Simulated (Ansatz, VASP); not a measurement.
**CO in VASP and in Ansatz**

The input INCAR:

```
PREC = Accurate
ENCUT = 520
EDIFF = 1E-7
ISMEAR = 0
SIGMA = 0.05
LREAL = Auto
LASPH = True
NELM = 100
ALGO = Normal
ISIF = 2
LWAVE = False
LCHARG = False
GGA = PS
NBANDS = 54
```

KPOINTS

```
regular mesh
0
Gamma
  4 4 2
```

The input POSCAR:

```
CO
1.0
    0.0000000000     -5.9526445718      0.0000000000
    0.0000000000      0.0000000000     -5.9526445718
   11.9052891436     -2.3810578287      0.0000000000
C O
8 8
Direct
   -0.0075784185      0.0353513179      0.1073243410
   -0.2075784185      0.0353513179      0.6073243410
    0.6075784185      0.5353513179      0.8926756590
    0.8075784185      0.5353513179      0.3926756590
    0.1217189457      0.9646486821      0.8573243410
    0.3217189457      0.9646486821      0.3573243410
    0.2782810543      0.4646486821      0.6426756590
    0.4782810543      0.4646486821      0.1426756590
    0.6605858711      0.9254882259      0.6622558870
    0.8605858711      0.9254882259      0.1622558870
   -0.2605858711      0.4254882259      0.8377441130
   -0.0605858711      0.4254882259      0.3377441130
    0.2096094193      0.0745117741      0.9122558870
    0.4096094193      0.0745117741      0.4122558870
    0.3903905807      0.5745117741      0.0877441130
    0.1903905807      0.5745117741      0.5877441130
```

Input for Ansatz:

```yaml
crystal:
  lattice:
    - [0.0, -5.9526445718, 0.0]
    - [0.0, 0.0, -5.9526445718]
    - [11.9052891436, -2.3810578287, 0.0]
  atoms:
    - { symbol: C, position: [-0.0075784185, 0.0353513179, 0.107324341] }
    - { symbol: C, position: [-0.2075784185, 0.0353513179, 0.607324341] }
    - { symbol: C, position: [0.6075784185, 0.5353513179, 0.892675659] }
    - { symbol: C, position: [0.8075784185, 0.5353513179, 0.392675659] }
    - { symbol: C, position: [0.1217189457, 0.9646486821, 0.857324341] }
    - { symbol: C, position: [0.3217189457, 0.9646486821, 0.357324341] }
    - { symbol: C, position: [0.2782810543, 0.4646486821, 0.642675659] }
    - { symbol: C, position: [0.4782810543, 0.4646486821, 0.142675659] }
    - { symbol: O, position: [0.6605858711, 0.9254882259, 0.662255887] }
    - { symbol: O, position: [0.8605858711, 0.9254882259, 0.162255887] }
    - { symbol: O, position: [-0.2605858711, 0.4254882259, 0.837744113] }
    - { symbol: O, position: [-0.0605858711, 0.4254882259, 0.337744113] }
    - { symbol: O, position: [0.2096094193, 0.0745117741, 0.912255887] }
    - { symbol: O, position: [0.4096094193, 0.0745117741, 0.412255887] }
    - { symbol: O, position: [0.3903905807, 0.5745117741, 0.087744113] }
    - { symbol: O, position: [0.1903905807, 0.5745117741, 0.587744113] }
basis:
  ecutwfc: 420
kpoints:
  mp_grid: { grid: [4, 4, 2] }
hamiltonian:
  xc: pbesol
scf:
  occupations: { method: gaussian, width: 0.05 }
output:
  forces: true
  stress: true
  eigenvalues: true
```

Alike in both runs: task single point; functional PBEsol; k mesh 4 × 4 × 2; occupations gaussian, width 0.05 eV; no spin polarisation.

|  | VASP | Ansatz |
| --- | --- | --- |
| version | VASP 6.6.1 | Ansatz 0.2.0 |
| potentials or method | VASP PAW PBE potentials, release 64 (C, O), cutoff 520 eV | scalar-relativistic, plane waves, PAW |
| valence electrons in the cell | 80 | 80 |

Ansatz gave:

- gap on the k mesh at the Fermi level (eV): 5.70
- least direct gap on the mesh (eV): 5.74
- pressure (GPa): 0.7
- traceless stress, the component that is largest in VASP (GPa): 0.98
- rms of the force components (eV/Å): 0.245

**Question.** Which values does VASP return?

**Answer.** gap on the k mesh at the Fermi level (eV): 5.69; least direct gap on the mesh (eV): 5.73; pressure (GPa): 1.7; traceless stress, the component that is largest in VASP (GPa): 0.99; rms of the force components (eV/Å): 0.613.

VASP's potentials were made for PBE, not for PBEsol. Atom by atom the forces differ by 0.600 eV/Å (rms over components). One of these differences is far larger than is usual between the two programs; its cause wasn't traced.

Noted on VASP's run: the standard files for N, O and F lose accuracy on very short bonds.
